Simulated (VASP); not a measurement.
# Cs4Y3 (P6/mmm) in VASP: single point with PBE

Aim: the single point of Cs4Y3 with PBE.

Program: VASP 6.6.1. These are calculated values, not measurements. Logs are shortened: lines on timing, memory, paths and dates and some standing lists are left out, and cuts for length are marked.

## 1. The cell of the first run

The structure is hexagonal, space group P6/mmm (No. 191). The conventional cell has a = 6.319 Å, b = 6.319 Å, c = 9.824 Å, α = 90.00°, β = 90.00°, γ = 120.00°. Cs (site symmetry 3m) has 3 Y at 3.23 Å and 3 Cs at 3.65 Å within 4.2 Å. Within 4.2 Å of Y (site symmetry mmm) lie 4 Y at 3.16 Å and 4 Cs at 3.23 Å.

The cell was built from a structure type or drawn by symmetry, and may not be a known phase.

## 2. Single point, PBE

Input file INCAR:

```
SYSTEM = Cs4Y3
ALGO     = Normal         ! electronic algorithm
EDIFF    = 1E-6           ! SCF threshold, eV
ENCUT    = 520            ! plane-wave cutoff, eV
GGA      = PE             ! functional
ISIF     = 2              ! what is computed and relaxed
ISMEAR   = 0              ! smearing method
LASPH    = .TRUE.         ! aspherical terms in the spheres
LCHARG   = .FALSE.        ! write CHGCAR
LREAL    = .FALSE.        ! projectors in reciprocal space
LWAVE    = .FALSE.        ! write WAVECAR
NBANDS   = 44             ! bands
NELM     = 100            ! most SCF steps
PREC     = Accurate       ! precision mode
SIGMA    = 0.1            ! smearing width, eV
```

Input file KPOINTS:

```
k-points
0
G
  3 3 2
  0 0 0
```

Input file POSCAR:

```
Cs4Y3
1.0
    6.3193539200      0.0000000000      0.0000000000
   -3.1596769600      5.4727210300      0.0000000000
    0.0000000000      0.0000000000      9.8243669700
Cs Y
4 3
Direct
    0.3333333300      0.6666666700      0.7292334300
    0.6666666700      0.3333333300      0.7292334300
    0.6666666700      0.3333333300      0.2707665700
    0.3333333300      0.6666666700      0.2707665700
    0.5000000000      0.0000000000      0.0000000000
    0.0000000000      0.5000000000      0.0000000000
    0.5000000000      0.5000000000      0.0000000000
```

Potentials or basis: VASP PAW PBE potentials, release 64 (Cs_sv, Y_sv).

Run with:

```
$ cat potpaw_PBE.64/Cs_sv/POTCAR potpaw_PBE.64/Y_sv/POTCAR > POTCAR
$ mpirun -np 1 vasp_std > vasp.out
```

OUTCAR:

```text
SYSTEM = Cs4Y3
   EDIFF = 1E-6
   ENCUT = 520
   GGA = PE
   ISIF = 2
   ISMEAR = 0
   LASPH = .TRUE.
   LREAL = .FALSE.
   NELM = 100
   PREC = Accurate

 ion  position               nearest neighbor table
   1  0.333  0.667  0.729-   5 3.23   6 3.23   7 3.23
   2  0.667  0.333  0.729-   5 3.23   6 3.23   7 3.23
   3  0.667  0.333  0.271-   5 3.23   6 3.23   7 3.23
   4  0.333  0.667  0.271-   5 3.23   6 3.23   7 3.23
   5  0.500  0.000  0.000-   6 3.16   7 3.16   7 3.16   6 3.16   1 3.23   2 3.23   3 3.23   4 3.23

   6  0.000  0.500  0.000-   5 3.16   5 3.16   7 3.16   7 3.16   1 3.23   2 3.23   3 3.23   4 3.23

   7  0.500  0.500  0.000-   5 3.16   5 3.16   6 3.16   6 3.16   1 3.23   2 3.23   3 3.23   4 3.23

  LATTYP: Found a hexagonal cell.
 ALAT       =     6.3193539200
 C/A-ratio  =     1.5546473729

  Lattice vectors:

 A1 = (   6.3193539200,   0.0000000000,   0.0000000000)
 A2 = (  -3.1596769600,   5.4727210300,   0.0000000000)
 A3 = (   0.0000000000,   0.0000000000,   9.8243669700)

Analysis of symmetry for initial positions (statically):
=====================================================================
 Subroutine PRICEL returns:
 Original cell was already a primitive cell.

 Routine SETGRP: Setting up the symmetry group for a
 hexagonal supercell.

 Subroutine GETGRP returns: Found 24 space group operations
 (whereof 24 operations were pure point group operations)
 out of a pool of 24 trial point group operations.

The static configuration has the point symmetry D_6h.

Analysis of symmetry for dynamics (positions and initial velocities):
=====================================================================
 Subroutine PRICEL returns:
 Original cell was already a primitive cell.

 Routine SETGRP: Setting up the symmetry group for a
 hexagonal supercell.

 Subroutine GETGRP returns: Found 24 space group operations
 (whereof 24 operations were pure point group operations)
 out of a pool of 24 trial point group operations.

The dynamic configuration has the point symmetry D_6h.

 Subroutine INISYM returns: Found 24 space group operations
 (whereof 24 operations are pure point group operations),
 and found     1 'primitive' translations

----------------------------------------------------------------------------------------

                                     Primitive cell

  volume of cell :     339.7665

  direct lattice vectors                    reciprocal lattice vectors
     6.319353920  0.000000000  0.000000000     0.158244025  0.091362230  0.000000000
    -3.159676960  5.472721030  0.000000000     0.000000000  0.182724461  0.000000000
     0.000000000  0.000000000  9.824366970     0.000000000  0.000000000  0.101787729

  length of vectors
     6.319353920  6.319353920  9.824366970     0.182724461  0.182724461  0.101787729

  position of ions in fractional coordinates (direct lattice)
     0.333333330  0.666666670  0.729233430
     0.666666670  0.333333330  0.729233430
     0.666666670  0.333333330  0.270766570
     0.333333330  0.666666670  0.270766570
     0.500000000  0.000000000  0.000000000
     0.000000000  0.500000000  0.000000000
     0.500000000  0.500000000  0.000000000

  ion indices of the primitive-cell ions
   primitive index   ion index
                 1           1
                 2           2
                 3           3
                 4           4
                 5           5
                 6           6
                 7           7

----------------------------------------------------------------------------------------

 KPOINTS: k-points

Automatic generation of k-mesh.
 Grid dimensions read from file:
 generate k-points for:    3    3    2

 Generating k-lattice:

  Cartesian coordinates                     Fractional coordinates (reciprocal lattice)
     0.052748008  0.030454077  0.000000000     0.333333333  0.000000000  0.000000000
     0.000000000  0.060908154  0.000000000     0.000000000  0.333333333  0.000000000
     0.000000000  0.000000000  0.050893864     0.000000000  0.000000000  0.500000000

  Length of vectors
     0.060908154  0.060908154  0.050893864

  Shift w.r.t. Gamma in fractional coordinates (k-lattice)
     0.000000000  0.000000000  0.000000000

 Subroutine IBZKPT returns following result:
 ===========================================

 Found      6 irreducible k-points:

 Following reciprocal coordinates:
            Coordinates               Weight
  0.000000  0.000000  0.000000      1.000000
  0.333333 -0.000000  0.000000      6.000000
  0.333333  0.333333  0.000000      2.000000
  0.000000  0.000000  0.500000      1.000000
  0.333333 -0.000000  0.500000      6.000000
  0.333333  0.333333  0.500000      2.000000
   k-points           NKPTS =      6   k-points in BZ     NKDIM =      6   number of bands    NBANDS=     44
   number of dos      NEDOS =    301   number of ions     NIONS =      7
   total plane-waves  NPLWV = 184320
   dimension x,y,z NGX =    48 NGY =   48 NGZ =   80
   dimension x,y,z NGXF=    96 NGYF=   96 NGZF=  160
   ions per type =               4   3
   NGX,Y,Z   is equivalent  to a cutoff of  12.63, 12.63, 13.54 a.u.
   NGXF,Y,Z  is equivalent  to a cutoff of  25.26, 25.26, 27.07 a.u.
 SYSTEM =  Cs4Y3
   PREC   = accura    normal or accurate (medium, high low for compatibility)
   ISTART =      0    job   : 0-new  1-cont  2-samecut
   ICHARG =      2    charge: 1-file 2-atom 10-const
   ISPIN  =      1    spin polarized calculation?
   LNONCOLLINEAR =      F non collinear calculations
   LSORBIT =      F    spin-orbit coupling
   LASPH  =      T    aspherical Exc in radial PAW
   ENCUT  =  520.0 eV  38.22 Ry    6.18 a.u.  11.75 11.75 18.27*2*pi/ulx,y,z
   NELM   =    100;   NELMIN=  2; NELMDL= -5     # of ELM steps
   EDIFF  = 0.1E-05   stopping-criterion for ELM
   LREAL  =      F    real-space projection
   EDIFFG = 0.1E-04   stopping-criterion for IOM
   NSW    =      0    number of steps for IOM
   IBRION =     -1    ionic relax: 0-MD 1-quasi-New 2-CG
   NFREE  =      0    steps in history (QN), initial steepest desc. (CG)
   ISIF   =      2    stress and relaxation
   ISYM   =      2    0-nonsym 1-usesym 2-fastsym
   POTIM  = 0.5000    time-step for ionic-motion
   TEBEG  =    0.0;   TEEND  =   0.0 temperature during run
   PSTRESS=    0.0 pullay stress
   NELECT =      69.0000    total number of electrons
   NUPDOWN=      -1.0000    fix difference up-down
   EMIN   =  10.00;   EMAX   =-10.00  energy-range for DOS
   EFERMI =   0.00;   METHOD = LEGACY
   ISMEAR =     0;   SIGMA  =   0.10  broadening in eV -4-tet -1-fermi 0-gaus
   EFERMI_NEDOS =   21; number of points for ismear=-14 and -15
   IALGO  =     38    algorithm
   IMIX   =      4    mixing-type and parameters
     AMIX     =   0.40;   BMIX     =  1.00
     AMIX_MAG =   1.60;   BMIX_MAG =  1.00
  volume/ion in A,a.u.               =      48.54       327.55
  Fermi-wavevector in a.u.,A,eV,Ry     =   0.962272  1.818430 12.598541  0.925967
  Thomas-Fermi vector in A             =   2.091716
   LORBIT       =      0    0 simple, 1 ext, 2 COOP (PROOUT), +10 PAW based schemes
   GGA     = PE    functional components
   LHFCALC =     F    Hartree Fock is set to
   AEXX    =    0.0000 exact exchange contribution
   IVDW    =     0    specifies the selected vdW correction
   LEPSILON=     F    determine dielectric tensor
   LRPA    =     F    only Hartree local field effects (RPA)
 non-spin polarized calculation
 Gauss-broadening in eV      SIGMA  =   0.10
  energy-cutoff  :      520.00
  volume of cell :      339.77
 maximum number of plane-waves:      9180
 NGX is ok and might be reduce to    48
   NGX = 23   NGY = 23   NGZ = 37

 number of electron      69.0000006 magnetization

 Free energy of the ion-electron system (eV)
  ---------------------------------------------------
  ext. energy  EPLUGINS =         0.00000000
  ---------------------------------------------------
  free energy    TOTEN  =       -12.16514960 eV

  energy without entropy =      -12.10691460  energy(sigma->0) =      -12.13603210

 E-fermi :   2.3030     XC(G=0):  -7.6866

 val. band max:        2.2813998832   @ k =   0.3333  -0.0000   0.0000
 cond. band min:       2.3368425333   @ k =   0.3333  -0.0000   0.5000
 fundamental gap:      0.0554426501
 Fermi energy:         2.3029661894

 k-point     1 :       0.0000    0.0000    0.0000
  band No.  band energies     occupation
      1     -40.5118      2.00000
      2     -40.3648      2.00000
      3     -40.3648      2.00000
      4     -21.8184      2.00000
      5     -21.5536      2.00000
      6     -21.5531      2.00000
[... 36 lines left out ...]
     43       4.4867      0.00000
     44       4.6809      0.00000

 k-point     2 :       0.3333   -0.0000    0.0000
  band No.  band energies     occupation
      1     -40.4812      2.00000
      2     -40.3964      2.00000
      3     -40.3649      2.00000
      4     -21.7118      2.00000
      5     -21.5044      2.00000
      6     -21.4794      2.00000
[... 36 lines left out ...]
     43       3.6895      0.00000
     44       3.8150      0.00000

 k-point     3 :       0.3333    0.3333    0.0000
  band No.  band energies     occupation
      1     -40.4390      2.00000
      2     -40.4390      2.00000
      3     -40.3650      2.00000
      4     -21.5511      2.00000
      5     -21.5511      2.00000
      6     -21.4611      2.00000
[... 36 lines left out ...]
     43       3.7180      0.00000
     44       3.7182      0.00000

 k-point     4 :       0.0000    0.0000    0.5000
  band No.  band energies     occupation
      1     -40.5118      2.00000
      2     -40.3649      2.00000
      3     -40.3648      2.00000
      4     -21.8267      2.00000
      5     -21.5487      2.00000
      6     -21.5414      2.00000
[... 36 lines left out ...]
     43       4.0291      0.00000
     44       4.0291      0.00000

 k-point     5 :       0.3333   -0.0000    0.5000
  band No.  band energies     occupation
      1     -40.4812      2.00000
      2     -40.3964      2.00000
      3     -40.3649      2.00000
      4     -21.7202      2.00000
      5     -21.4930      2.00000
      6     -21.4724      2.00000
[... 36 lines left out ...]
     43       3.6867      0.00000
     44       3.7174      0.00000

 k-point     6 :       0.3333    0.3333    0.5000
  band No.  band energies     occupation
      1     -40.4390      2.00000
      2     -40.4390      2.00000
      3     -40.3650      2.00000
      4     -21.5596      2.00000
      5     -21.5596      2.00000
      6     -21.4513      2.00000
[... 36 lines left out ...]
     43       3.4713      0.00000
     44       4.3744      0.00000

------------------------ aborting loop because EDIFF is reached ----------------------------------------

  FORCE on cell =-STRESS in cart. coord.  units (eV):
  Direction    XX          YY          ZZ          XY          YZ          ZX
  --------------------------------------------------------------------------------------
  -------------------------------------------------------------------------------------
  Total        9.0513693      9.0513693     22.8881928      0.0000000     -0.0000000     -0.0000000
  in kB       42.6819546     42.6819546    107.9298366      0.0000000     -0.0000000     -0.0000000
  external PRESSURE =      64.4312486 kB  Pullay stress =       0.0000000 kB

 VOLUME and BASIS-vectors are now :
 -----------------------------------------------------------------------------
  energy-cutoff  :      520.00
  volume of cell :      339.77
      direct lattice vectors                 reciprocal lattice vectors
     6.319353920  0.000000000  0.000000000     0.158244025  0.091362230  0.000000000
    -3.159676960  5.472721030  0.000000000     0.000000000  0.182724461  0.000000000
     0.000000000  0.000000000  9.824366970     0.000000000  0.000000000  0.101787729

 POSITION                                       TOTAL-FORCE (eV/Angst)
 -----------------------------------------------------------------------------------
     -0.00000      3.64848      7.16426        -0.000000      0.000000     -2.274927
      3.15968      1.82424      7.16426         0.000000     -0.000000     -2.274927
      3.15968      1.82424      2.66011        -0.000000      0.000000      2.274927
     -0.00000      3.64848      2.66011         0.000000      0.000000      2.274927
      3.15968      0.00000      0.00000         0.000000      0.000000      0.000000
     -1.57984      2.73636      0.00000         0.000000      0.000000      0.000000
      1.57984      2.73636      0.00000         0.000000      0.000000      0.000000
 -----------------------------------------------------------------------------------
    total drift:                               -0.000000      0.000000      0.000000

  FREE ENERGIE OF THE ION-ELECTRON SYSTEM (eV)
  ---------------------------------------------------
  free  energy   TOTEN  =       -12.1651495977 eV

  energy  without entropy=      -12.1069145951  energy(sigma->0) =      -12.13603210
```

Wall time 78 s (1 thread of Intel Xeon 6975P-C (Granite Rapids), shared host); peak memory 0.43 GiB.

What came out:

```
Free energy            : -12.1651 eV
Pressure               : 6.4 GPa
Largest force          : 2.275 eV/Å
Band gap on the k mesh : zero (an odd number of electrons rules out a gap without spin polarisation)
```

Forces in eV/Å, atoms in the order of the input:
```
Cs   0.000  0.000 -2.275
Cs   0.000  0.000 -2.275
Cs   0.000  0.000  2.275
Cs   0.000  0.000  2.275
Y    0.000  0.000  0.000
Y    0.000  0.000  0.000
Y    0.000  0.000  0.000
```

Levels at points of the mesh, in eV from the Fermi level:
```csv
k point,band 30,band 31,band 32,band 33,band 34,band 35,band 36,band 37,band 38,band 39
"(0.00, 0.00, 0.00)",-1.81,-0.85,-0.85,-0.32,-0.20,-0.20,-0.08,0.04,0.43,0.43
"(0.00, 0.00, 0.50)",-1.76,-0.80,-0.77,-0.77,-0.38,-0.21,-0.21,0.61,0.61,0.62
```

Caveat: the k points lie up to 0.38 Å⁻¹ apart, too coarse for converged energies and pressures of a metal; spin-orbit coupling is left out, which moves the levels of the heavy elements; forces of over 1 eV/Å act on the atoms, so gaps and moduli don't describe the material at rest.
